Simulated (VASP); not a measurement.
Wanted: the native input for a VASP 6.6.1 run.

| Item | Value |
| --- | --- |
| Task | single point |
| Functional | PBEsol |
| Potentials or basis | VASP PAW PBE potentials, release 64 (Al) |
| Cutoff | 520 eV |
| k mesh | 24 × 24 × 14 |
| Occupations | gaussian, width 0.15 eV |
| Spin | no spin polarisation |
| Dipole correction | no |
| Further INCAR settings | ALGO = Fast; EDIFF = 1e-07; NBANDS = 10 |

The structure of Al lies in POSCAR:

```
Al
1.0
    2.7788184262      0.0000000000      0.0000000000
   -1.3894092131      2.4065273496      0.0000000000
    0.0000000000      0.0000000000      4.7532491867
Al
2
Direct
    0.6666666667      0.3333333333      0.7500000000
    0.3333333333      0.6666666667      0.2500000000
```

This isn't the form of Al at room conditions, which is fcc.

This cell differs from its parent crystal: strain -0.025 along x and y, +0.025 along z.

The input as run:

INCAR

```
ALGO = Fast
EDIFF = 1E-7
ENCUT = 520
GGA = PS
ISIF = 2
ISMEAR = 0
LASPH = True
LCHARG = False
LREAL = False
LWAVE = False
NBANDS = 10
NELM = 80
PREC = Accurate
SIGMA = 0.15
```

KPOINTS

```
k-points
0
Gamma
  24 24 14
```

Potentials or basis: VASP PAW PBE potentials, release 64 (Al).

Launch:

```bash
$ cat potpaw_PBE.64/Al/POTCAR > POTCAR
$ mpirun -np 1 vasp_std > vasp.out
```

Results of the run:

```yaml
Pressure: 2.5 GPa
Band_gap_on_the_k_mesh: zero (bands 3 and 4 overlap by 7.00 eV)
```

Caveat: the cell differs from its parent crystal (strain -0.025 along x and y, +0.025 along z); the PAW data sets were made with another functional, which shifts forces and pressure a little.

It took 3.1 min on 1 thread of Intel Xeon 8259CL (shared host), peak memory 0.24 GiB.
